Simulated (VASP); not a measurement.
# InGaP2 (P-4m2) in VASP: single point with r2SCAN

Aim: the single point of InGaP2 with r2SCAN.

Everything below comes from runs of VASP 6.6.1. Logs are shortened: lines on timing, memory, paths and dates and some standing lists are left out, and cuts for length are marked.

**1. The cell of the first run**

The structure is tetragonal, space group P-4m2 (No. 115). The conventional cell has a = 4.042 Å, b = 4.042 Å, c = 5.766 Å, α = 90.00°, β = 90.00°, γ = 90.00°. Within 3.4 Å of In (site symmetry -4m2) lie 4 P at 2.55 Å. Within 3.2 Å of Ga (site symmetry -4m2) lie 4 P at 2.41 Å. Within 3.2 Å of P (site symmetry 2mm) lie 2 Ga at 2.41 Å and 2 In at 2.55 Å.

**2. Single point, r2SCAN**

Contents of POSCAR:

```
InGaP2
1.0
    4.0424431000      0.0000000000      0.0000000000
    0.0000000000      4.0424431000      0.0000000000
    0.0000000000      0.0000000000      5.7663221000
In Ga P
1 1 2
Direct
    0.0000000000      0.0000000000      0.0000000000
    0.5000000000      0.5000000000      0.5000000000
    0.0000000000      0.5000000000      0.7291720000
    0.5000000000      0.0000000000      0.2708280000
```

Contents of INCAR.step1:

```
PREC     = Accurate       # precision mode
ENCUT    = 520            # plane-wave cutoff, eV
ISMEAR   = 0              # smearing method
SIGMA    = 0.02           # smearing width, eV
LREAL    = F              # projectors in reciprocal space
LASPH    = T              # aspherical terms in the spheres
NELM     = 80             # most SCF steps
NBANDS   = 26             # bands
GGA      = PE             # functional
ALGO     = Normal         # electronic algorithm
EDIFF    = 1E-4           # SCF threshold, eV
LWAVE    = T              # write WAVECAR
LCHARG   = F              # write CHGCAR
```

Contents of INCAR.step2:

```
PREC     = Accurate       # precision mode
ENCUT    = 520            # plane-wave cutoff, eV
EDIFF    = 1E-6           # SCF threshold, eV
ISMEAR   = 0              # smearing method
SIGMA    = 0.02           # smearing width, eV
LREAL    = F              # projectors in reciprocal space
LASPH    = T              # aspherical terms in the spheres
NELM     = 80             # most SCF steps
ALGO     = Normal         # electronic algorithm
ISIF     = 2              # what is computed and relaxed
LWAVE    = F              # write WAVECAR
LCHARG   = F              # write CHGCAR
METAGGA  = R2SCAN         # meta-GGA
LMIXTAU  = T            
NBANDS   = 26             # bands
ISTART   = 1
```

Contents of KPOINTS:

```
regular mesh
0
Gamma
  8 8 6
```

Potentials or basis: VASP PAW PBE potentials, release 64 (In_d, Ga_d, P).

Command:

```bash
$ cat potpaw_PBE.64/In_d/POTCAR potpaw_PBE.64/Ga_d/POTCAR potpaw_PBE.64/P/POTCAR > POTCAR
$ cp INCAR.step1 INCAR
$ mpirun -np 1 vasp_std > vasp.out
$ cp INCAR.step2 INCAR
$ mpirun -np 1 vasp_std > vasp.out
```

OUTCAR:

```text
PREC = Accurate
   ENCUT = 520
   EDIFF = 1E-6
   ISMEAR = 0
   LREAL = F
   LASPH = T
   NELM = 80
   ISIF = 2
   METAGGA = R2SCAN
   ISTART = 1

 ion  position               nearest neighbor table
   1  0.000  0.000  0.000-   3 2.55   4 2.55   3 2.55   4 2.55
   2  0.500  0.500  0.500-   3 2.41   4 2.41   4 2.41   3 2.41
   3  0.000  0.500  0.729-   2 2.41   2 2.41   1 2.55   1 2.55
   4  0.500  0.000  0.271-   2 2.41   2 2.41   1 2.55   1 2.55

  LATTYP: Found a simple tetragonal cell.
 ALAT       =     4.0424431000
 C/A-ratio  =     1.4264448398

  Lattice vectors:

 A1 = (   4.0424431000,   0.0000000000,   0.0000000000)
 A2 = (   0.0000000000,   4.0424431000,   0.0000000000)
 A3 = (   0.0000000000,   0.0000000000,   5.7663221000)

Analysis of symmetry for initial positions (statically):
=====================================================================
 Subroutine PRICEL returns:
 Original cell was already a primitive cell.

 Routine SETGRP: Setting up the symmetry group for a
 simple tetragonal supercell.

 Subroutine GETGRP returns: Found  8 space group operations
 (whereof  8 operations were pure point group operations)
 out of a pool of 16 trial point group operations.

The static configuration has the point symmetry D_2d.

Analysis of symmetry for dynamics (positions and initial velocities):
=====================================================================
 Subroutine PRICEL returns:
 Original cell was already a primitive cell.

 Routine SETGRP: Setting up the symmetry group for a
 simple tetragonal supercell.

 Subroutine GETGRP returns: Found  8 space group operations
 (whereof  8 operations were pure point group operations)
 out of a pool of 16 trial point group operations.

The dynamic configuration has the point symmetry D_2d.

 Subroutine INISYM returns: Found  8 space group operations
 (whereof  8 operations are pure point group operations),
 and found     1 'primitive' translations

----------------------------------------------------------------------------------------

                                     Primitive cell

  volume of cell :      94.2295

  direct lattice vectors                    reciprocal lattice vectors
     4.042443100  0.000000000  0.000000000     0.247375158  0.000000000  0.000000000
     0.000000000  4.042443100  0.000000000     0.000000000  0.247375158  0.000000000
     0.000000000  0.000000000  5.766322100     0.000000000  0.000000000  0.173420767

  length of vectors
     4.042443100  4.042443100  5.766322100     0.247375158  0.247375158  0.173420767

  position of ions in fractional coordinates (direct lattice)
     0.000000000  0.000000000  0.000000000
     0.500000000  0.500000000  0.500000000
     0.000000000  0.500000000  0.729172000
     0.500000000  0.000000000  0.270828000

  ion indices of the primitive-cell ions
   primitive index   ion index
                 1           1
                 2           2
                 3           3
                 4           4

----------------------------------------------------------------------------------------

 KPOINTS: regular mesh

Automatic generation of k-mesh.
 Grid dimensions read from file:
 generate k-points for:    8    8    6

 Generating k-lattice:

  Cartesian coordinates                     Fractional coordinates (reciprocal lattice)
     0.030921895  0.000000000  0.000000000     0.125000000  0.000000000  0.000000000
     0.000000000  0.030921895  0.000000000     0.000000000  0.125000000  0.000000000
     0.000000000  0.000000000  0.028903461     0.000000000  0.000000000  0.166666667

  Length of vectors
     0.030921895  0.030921895  0.028903461

  Shift w.r.t. Gamma in fractional coordinates (k-lattice)
     0.000000000  0.000000000  0.000000000

 Subroutine IBZKPT returns following result:
 ===========================================

 Found     60 irreducible k-points:

 Following reciprocal coordinates:
            Coordinates               Weight
  0.000000  0.000000  0.000000      1.000000
  0.125000  0.000000  0.000000      4.000000
  0.250000  0.000000  0.000000      4.000000
  0.375000  0.000000  0.000000      4.000000
  0.500000  0.000000  0.000000      2.000000
  0.125000  0.125000  0.000000      4.000000
[... 16 lines left out ...]
  0.375000  0.125000  0.166667     16.000000
  0.500000  0.125000  0.166667      8.000000
 [... further k-points ...]
   k-points           NKPTS =     60   k-points in BZ     NKDIM =     60   number of bands    NBANDS=     26
   number of dos      NEDOS =    301   number of ions     NIONS =      4
   total plane-waves  NPLWV =  43200
   dimension x,y,z NGX =    30 NGY =   30 NGZ =   48
   dimension x,y,z NGXF=    60 NGYF=   60 NGZF=   96
   ions per type =               1   1   2
   NGX,Y,Z   is equivalent  to a cutoff of  12.34, 12.34, 13.84 a.u.
   NGXF,Y,Z  is equivalent  to a cutoff of  24.68, 24.68, 27.68 a.u.
 SYSTEM =  unknown system
   PREC   = accura    normal or accurate (medium, high low for compatibility)
   ISTART =      1    job   : 0-new  1-cont  2-samecut
   ICHARG =      0    charge: 1-file 2-atom 10-const
   ISPIN  =      1    spin polarized calculation?
   LNONCOLLINEAR =      F non collinear calculations
   LSORBIT =      F    spin-orbit coupling
   LASPH  =      T    aspherical Exc in radial PAW
   ENCUT  =  520.0 eV  38.22 Ry    6.18 a.u.   7.52  7.52 10.72*2*pi/ulx,y,z
   NELM   =     80;   NELMIN=  2; NELMDL=  0     # of ELM steps
   EDIFF  = 0.1E-05   stopping-criterion for ELM
   LREAL  =      F    real-space projection
   EDIFFG = 0.1E-04   stopping-criterion for IOM
   NSW    =      0    number of steps for IOM
   IBRION =     -1    ionic relax: 0-MD 1-quasi-New 2-CG
   NFREE  =      0    steps in history (QN), initial steepest desc. (CG)
   ISIF   =      2    stress and relaxation
   ISYM   =      2    0-nonsym 1-usesym 2-fastsym
   POTIM  = 0.5000    time-step for ionic-motion
   TEBEG  =    0.0;   TEEND  =   0.0 temperature during run
   PSTRESS=    0.0 pullay stress
   NELECT =      36.0000    total number of electrons
   NUPDOWN=      -1.0000    fix difference up-down
   EMIN   =  10.00;   EMAX   =-10.00  energy-range for DOS
   EFERMI =   0.00;   METHOD = LEGACY
   ISMEAR =     0;   SIGMA  =   0.02  broadening in eV -4-tet -1-fermi 0-gaus
   EFERMI_NEDOS =   21; number of points for ismear=-14 and -15
   IALGO  =     38    algorithm
   IMIX   =      4    mixing-type and parameters
     AMIX     =   0.40;   BMIX     =  1.00
     AMIX_MAG =   1.60;   BMIX_MAG =  1.00
  volume/ion in A,a.u.               =      23.56       158.97
  Fermi-wavevector in a.u.,A,eV,Ry     =   1.187901  2.244807 19.199286  1.411108
  Thomas-Fermi vector in A             =   2.324042
   LORBIT       =      0    0 simple, 1 ext, 2 COOP (PROOUT), +10 PAW based schemes
   METAGGA = R2SCAN    functional components
   LHFCALC =     F    Hartree Fock is set to
   AEXX    =    0.0000 exact exchange contribution
   IVDW    =     0    specifies the selected vdW correction
   LEPSILON=     F    determine dielectric tensor
   LRPA    =     F    only Hartree local field effects (RPA)
 non-spin polarized calculation
 Gauss-broadening in eV      SIGMA  =   0.02
  energy-cutoff  :      520.00
  volume of cell :       94.23
 maximum number of plane-waves:      2574
   NGX = 15   NGY = 15   NGZ = 21

 number of electron      36.0000011 magnetization

 Free energy of the ion-electron system (eV)
  ---------------------------------------------------
  ext. energy  EPLUGINS =         0.00000000
  ---------------------------------------------------
  free energy    TOTEN  =       -53.62943343 eV

  energy without entropy =      -53.62943343  energy(sigma->0) =      -53.62943343

 E-fermi :   4.5306     XC(G=0): -10.0156

 val. band max:        4.4441255842   @ k =   0.0000   0.0000   0.0000
 cond. band min:       5.6246488426   @ k =   0.0000   0.0000   0.0000
 fundamental gap:      1.1805232584
 Fermi energy:         4.5305693573

 k-point     1 :       0.0000    0.0000    0.0000
  band No.  band energies     occupation
      1     -10.6581      2.00000
      2     -10.5808      2.00000
      3     -10.5808      2.00000
      4     -10.5348      2.00000
      5     -10.4907      2.00000
      6     -10.2785      2.00000
[... 18 lines left out ...]
     25      13.3061      0.00000
     26      14.0985      0.00000

 k-point     2 :       0.1250    0.0000    0.0000
  band No.  band energies     occupation
      1     -10.6544      2.00000
      2     -10.5862      2.00000
      3     -10.5802      2.00000
      4     -10.5327      2.00000
      5     -10.4920      2.00000
      6     -10.2700      2.00000
[... 18 lines left out ...]
     25      13.4971      0.00000
     26      13.5395      0.00000

 k-point     3 :       0.2500    0.0000    0.0000
  band No.  band energies     occupation
      1     -10.6460      2.00000
      2     -10.5988      2.00000
      3     -10.5787      2.00000
      4     -10.5276      2.00000
      5     -10.4952      2.00000
      6     -10.2523      2.00000
[... 18 lines left out ...]
     25      12.5043      0.00000
     26      12.8171      0.00000

 k-point     4 :       0.3750    0.0000    0.0000
  band No.  band energies     occupation
      1     -10.6385      2.00000
      2     -10.6107      2.00000
      3     -10.5772      2.00000
      4     -10.5224      2.00000
      5     -10.4984      2.00000
      6     -10.2423      2.00000
[... 18 lines left out ...]
     25      11.4979      0.00000
     26      11.9402      0.00000
[... 496 lines left out ...]
      1     -10.6434      2.00000
      2     -10.6033      2.00000
      3     -10.5773      2.00000
      4     -10.5265      2.00000
      5     -10.4971      2.00000
      6     -10.2494      2.00000
[... 18 lines left out ...]
     25      10.7577      0.00000
     26      12.5907      0.00000

 k-point    23 :       0.3750    0.1250    0.1667
  band No.  band energies     occupation
      1     -10.6389      2.00000
      2     -10.6146      2.00000
      3     -10.5751      2.00000
      4     -10.5218      2.00000
      5     -10.5006      2.00000
      6     -10.2397      2.00000
[... 18 lines left out ...]
     25      10.8810      0.00000
     26      12.5033      0.00000

 k-point    24 :       0.5000    0.1250    0.1667
  band No.  band energies     occupation
      1     -10.6378      2.00000
      2     -10.6186      2.00000
      3     -10.5742      2.00000
      4     -10.5197      2.00000
      5     -10.5021      2.00000
      6     -10.2403      2.00000
[... 18 lines left out ...]
     25      11.2355      0.00000
     26      11.7312      0.00000

 [... further k-points ...]
[... 5 lines left out ...]
  --------------------------------------------------------------------------------------
  -------------------------------------------------------------------------------------
  Total       -1.2524465     -1.2524465     -1.2285220      0.0000000      0.0000000     -0.0000000
  in kB      -21.2952650    -21.2952650    -20.8884784      0.0000000      0.0000000     -0.0000000
  external PRESSURE =     -21.1596695 kB  Pullay stress =       0.0000000 kB

 VOLUME and BASIS-vectors are now :
 -----------------------------------------------------------------------------
  energy-cutoff  :      520.00
  volume of cell :       94.23
      direct lattice vectors                 reciprocal lattice vectors
     4.042443100  0.000000000  0.000000000     0.247375158  0.000000000  0.000000000
     0.000000000  4.042443100  0.000000000     0.000000000  0.247375158  0.000000000
     0.000000000  0.000000000  5.766322100     0.000000000  0.000000000  0.173420767

 POSITION                                       TOTAL-FORCE (eV/Angst)
 -----------------------------------------------------------------------------------
      0.00000      0.00000      0.00000        -0.000000     -0.000000      0.000000
      2.02122      2.02122      2.88316         0.000000      0.000000      0.000000
      0.00000      2.02122      4.20464         0.000000     -0.000000      0.000740
      2.02122      0.00000      1.56168         0.000000     -0.000000     -0.000740
 -----------------------------------------------------------------------------------
    total drift:                                0.000000      0.000000      0.000000

  FREE ENERGIE OF THE ION-ELECTRON SYSTEM (eV)
  ---------------------------------------------------
  free  energy   TOTEN  =       -53.6294334316 eV

  energy  without entropy=      -53.6294334316  energy(sigma->0) =      -53.62943343
```

Wall time 5 min (1 thread of Intel Xeon Platinum 8488C (Sapphire Rapids), shared host); peak memory 0.3 GiB.

What came out:

| Item | Value |
| --- | --- |
| Free energy | -53.6294 eV |
| Pressure | -2.1 GPa |
| Band gap on the k mesh | 1.18 eV, direct |

Caveat: the PAW data sets were made with another functional, which shifts forces and pressure a little; spin-orbit coupling is left out, which moves the levels of the heavy elements. r2SCAN opens gaps a little over a GGA but as a rule still falls short of measured ones.
